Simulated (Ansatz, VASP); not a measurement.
# One calculation of BC5, two programs

```
B C
1.0
     3.04501    0.00000    0.00000
    -1.52250    2.63705    0.00000
     0.00000    0.00000    8.33170
B C
1 5
Direct
  0.00000 0.00000 0.00000
  0.50000 0.00000 0.50000
  0.50000 0.50000 0.50000
  0.00000 0.50000 0.50000
  0.33333 0.66667 0.00000
  0.66667 0.33333 0.00000
```

Change from the starting cell: species swapped into the TbRh5 type (P6/mmm, No. 191).

Alike in both runs: functional PBE; k mesh 12 × 12 × 6; occupations gaussian, width 0.1 eV; no spin polarisation.

Ansatz relaxed the structure, and its values are those at the end. VASP's run is a single point on that final structure, the one shown.

```csv
,VASP,Ansatz
version,VASP 6.6.1,Ansatz 0.2.0
potentials or method,"VASP PAW PBE potentials, release 64 (B, C), cutoff 520 eV","scalar-relativistic, plane waves, PAW"
valence electrons in the cell,23,23
```

|  | VASP | Ansatz | Ansatz less VASP |
| --- | --- | --- | --- |
| gap on the k mesh at the Fermi level (eV) | none | none | - |
| pressure (GPa) | 0.0 | 0.0 | 0.00 |

A gap of «none» marks a metal or a gap that the smearing closes. The functional is the same, so the differences come from potentials, cutoffs and numerics.
